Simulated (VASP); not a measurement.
# Cd (Fm-3m) in VASP: a series of runs, part 2 of 2

VASP 6.6.1.

### 3 Relaxation of cell and atoms, revPBE

This run uses another cell than the first one, of 21.59 Å³/atom, 0.804 times its volume.

File INCAR:

```
PREC = Accurate ; ENCUT = 600
EDIFF = 1E-6 ; ISMEAR = -1
SIGMA = 0.1 ; LREAL = False
LASPH = True ; NELM = 60
ALGO = Normal ; ISIF = 3
LWAVE = False ; LCHARG = False
GGA = RE ; IBRION = 2
NSW = 80 ; EDIFFG = -0.01
```

File KPOINTS:

```
regular mesh
0
Gamma
  12 12 12
```

File POSCAR:

```
Cd
1.0
    0.0000000000      2.2099191412      2.2099191412
    2.2099191412      0.0000000000      2.2099191412
    2.2099191412      2.2099191412      0.0000000000
Cd
1
Direct
    0.0000000000      0.0000000000      0.0000000000
```

Potentials or basis: VASP PAW PBE potentials, release 64 (Cd).

Command:

```sh
cat potpaw_PBE.64/Cd/POTCAR > POTCAR
mpirun -np 1 vasp_std > vasp.out
```

OUTCAR:

```text
PREC = Accurate
   ENCUT = 600
   EDIFF = 1E-6
   ISMEAR = -1
   LREAL = False
   LASPH = True
   NELM = 60
   ISIF = 3
   GGA = RE
   IBRION = 2
   NSW = 80
   EDIFFG = -0.01

 ion  position               nearest neighbor table
   1  0.000  0.000  0.000-

  LATTYP: Found a face centered cubic cell.
 ALAT       =     4.4198382824

  Lattice vectors:

 A1 = (   0.0000000000,   2.2099191412,   2.2099191412)
 A2 = (   2.2099191412,   0.0000000000,   2.2099191412)
 A3 = (   2.2099191412,   2.2099191412,   0.0000000000)

Analysis of symmetry for initial positions (statically):
=====================================================================
 Subroutine PRICEL returns:
 Original cell was already a primitive cell.

 Routine SETGRP: Setting up the symmetry group for a
 face centered cubic supercell.

 Subroutine GETGRP returns: Found 48 space group operations
 (whereof 48 operations were pure point group operations)
 out of a pool of 48 trial point group operations.

The static configuration has the point symmetry O_h .

Analysis of symmetry for dynamics (positions and initial velocities):
=====================================================================
 Subroutine PRICEL returns:
 Original cell was already a primitive cell.

 Routine SETGRP: Setting up the symmetry group for a
 face centered cubic supercell.

 Subroutine GETGRP returns: Found 48 space group operations
 (whereof 48 operations were pure point group operations)
 out of a pool of 48 trial point group operations.

The dynamic configuration has the point symmetry O_h .

 Subroutine INISYM returns: Found 48 space group operations
 (whereof 48 operations are pure point group operations),
 and found     1 'primitive' translations

----------------------------------------------------------------------------------------

                                     Primitive cell

[... 128 lines left out ...]

 number of electron      12.0000002 magnetization

 Free energy of the ion-electron system (eV)
  ---------------------------------------------------
  ext. energy  EPLUGINS =         0.00000000
  ---------------------------------------------------
  free energy    TOTEN  =        -0.38432339 eV

  energy without entropy =       -0.36992693  energy(sigma->0) =       -0.37712516

------------------------ aborting loop because EDIFF is reached ----------------------------------------

  FORCE on cell =-STRESS in cart. coord.  units (eV):
  Direction    XX          YY          ZZ          XY          YZ          ZX
  --------------------------------------------------------------------------------------
  -------------------------------------------------------------------------------------
  Total        0.6684622      0.6684622      0.6684622      0.0000000      0.0000000      0.0000000
  in kB       49.6167438     49.6167438     49.6167438      0.0000000      0.0000000      0.0000000
  external PRESSURE =      49.6167438 kB  Pullay stress =       0.0000000 kB
[... 57 lines left out ...]
--------------------------------------- Ionic step        3  -------------------------------------------

 number of electron      11.9999999 magnetization

 Free energy of the ion-electron system (eV)
  ---------------------------------------------------
  ext. energy  EPLUGINS =         0.00000000
  ---------------------------------------------------
  free energy    TOTEN  =        -0.41789441 eV

  energy without entropy =       -0.40298020  energy(sigma->0) =       -0.41043730

 E-fermi :   2.2207     XC(G=0): -10.3803

 val. band max:        2.2001026610   @ k =  -0.4167   0.0833   0.0000
 cond. band min:       2.3177130712   @ k =  -0.4167   0.2500   0.0833
 fundamental gap:      0.1176104101
 Fermi energy:         2.2206903105

 k-point     1 :       0.0000    0.0000    0.0000
  band No.  band energies     occupation
      1      -6.6562      2.00000
      2      -6.6562      2.00000
      3      -6.6562      2.00000
      4      -6.2942      2.00000
      5      -6.2942      2.00000
      6      -5.8020      2.00000
      7      15.7722      0.00000
      8      16.2824      0.00000
      9      16.2824      0.00000
     10      16.2824      0.00000
[... 287 lines left out ...]
 k-point    24 :      -0.4167    0.1667    0.0000
  band No.  band energies     occupation
      1      -6.8859      2.00000
      2      -6.6870      2.00000
      3      -6.5089      2.00000
      4      -6.2008      2.00000
      5      -6.0368      2.00000
      6       0.5130      2.00000
      7       1.8964      1.92486
      8       9.6483      0.00000
      9      12.5285      0.00000
     10      14.1192      0.00000

 [... further k-points ...]

------------------------ aborting loop because EDIFF is reached ----------------------------------------

  FORCE on cell =-STRESS in cart. coord.  units (eV):
  Direction    XX          YY          ZZ          XY          YZ          ZX
  --------------------------------------------------------------------------------------
  -------------------------------------------------------------------------------------
  Total        0.0002953      0.0002953      0.0002953      0.0000000     -0.0000000      0.0000000
  in kB        0.0196431      0.0196431      0.0196431      0.0000000     -0.0000000      0.0000000
  external PRESSURE =       0.0196431 kB  Pullay stress =       0.0000000 kB
[... 16 lines left out ...]
  FREE ENERGIE OF THE ION-ELECTRON SYSTEM (eV)
  ---------------------------------------------------
  free  energy   TOTEN  =        -0.4178944063 eV

  energy  without entropy=       -0.4029802003  energy(sigma->0) =       -0.41043730

 reached required accuracy - stopping structural energy minimisation
```

OSZICAR:

```text
N       E                     dE             d eps       ncg     rms          rms(c)
DAV:   1     0.721681343556E+02    0.72168E+02   -0.77811E+03  1528   0.133E+03
DAV:   2     0.761733796393E+00   -0.71406E+02   -0.68386E+02  1484   0.269E+02
[... 19 lines left out ...]
   2 F= -.41746923E+00 E0= -.41002034E+00  d E =-.331458E-01
       N       E                     dE             d eps       ncg     rms          rms(c)
DAV:   1    -0.449744856550E+00   -0.32276E-01   -0.65863E-01  1544   0.119E+01    0.138E+00
DAV:   2    -0.420349970426E+00    0.29395E-01   -0.87869E-02  1540   0.428E+00    0.406E-01
DAV:   3    -0.418264460688E+00    0.20855E-02   -0.52008E-03  1572   0.924E-01    0.344E-01
DAV:   4    -0.417894388841E+00    0.37007E-03   -0.30589E-04  1494   0.180E-01    0.245E-02
DAV:   5    -0.417894406252E+00   -0.17411E-07   -0.92549E-06  1578   0.300E-02
   3 F= -.41789441E+00 E0= -.41043730E+00  d E =-.335710E-01
```

CONTCAR:

```text
Cd
   1.00000000000000
     0.0000000000000000    2.2921641636815879    2.2921641636815879
     2.2921641636815879    0.0000000000000000    2.2921641636815879
     2.2921641636815879    2.2921641636815879   -0.0000000000000000
  Cd
     1
Direct
     0.0000000000000000    0.0000000000000000    0.0000000000000000

  0.00000000E+00  0.00000000E+00  0.00000000E+00
```

It took 23 s on 1 thread of Intel Xeon Platinum 8488C (Sapphire Rapids), shared host; peak memory 0.17 GiB.

Results:

```
Free energy                            : -0.4179 eV
Relaxed volume                         : 24.09 Å³/atom
Relaxed cell                           : a = 3.242 Å, b = 3.242 Å, c = 3.242 Å, α = 60.00°, β = 60.00°, γ = 60.00°
Space group after relaxing (to 0.05 Å) : Fm-3m (No. 225)
Energy gained by relaxing              : 33.6 meV/atom
Ionic steps                            : 3
Pressure after relaxing                : 0.0 GPa
Band gap on the k mesh                 : zero (band 6 reaches 3.95 eV, above the bottom of band 7 at 0.83 eV)
```

Step by step:
```
step  energy change (eV)  largest force (eV/Å)  pressure (GPa)  volume (Å³)
   1              0.0000                0.0000            4.96        21.59
   2             -0.0331                0.0000            0.45        23.74
   3             -0.0336                0.0000            0.00        24.09
```

Final structure:
```
CELL_PARAMETERS angstrom
0.00000 2.29216 2.29216
2.29216 0.00000 2.29216
2.29216 2.29216 0.00000
ATOMIC_POSITIONS crystal
Cd 0.00000 0.00000 0.00000
```

Levels at points of the mesh, in eV from the Fermi level:
```
           k point  band 3  band 4  band 5  band 6  band 7  band 8  band 9  band 10
(0.00, 0.00, 0.00)   -8.88   -8.51   -8.51   -8.02   13.55   14.06   14.06    14.06
(0.50, 0.00, 0.00)   -8.87   -8.21   -8.21   -1.89   -1.39   11.77   11.77    12.69
(0.50, 0.50, 0.00)   -8.23   -8.14   -8.14   -0.50    1.11    6.53    6.53    10.41
```

Caveat: the PAW data sets were made with another functional, which shifts forces and pressure a little.
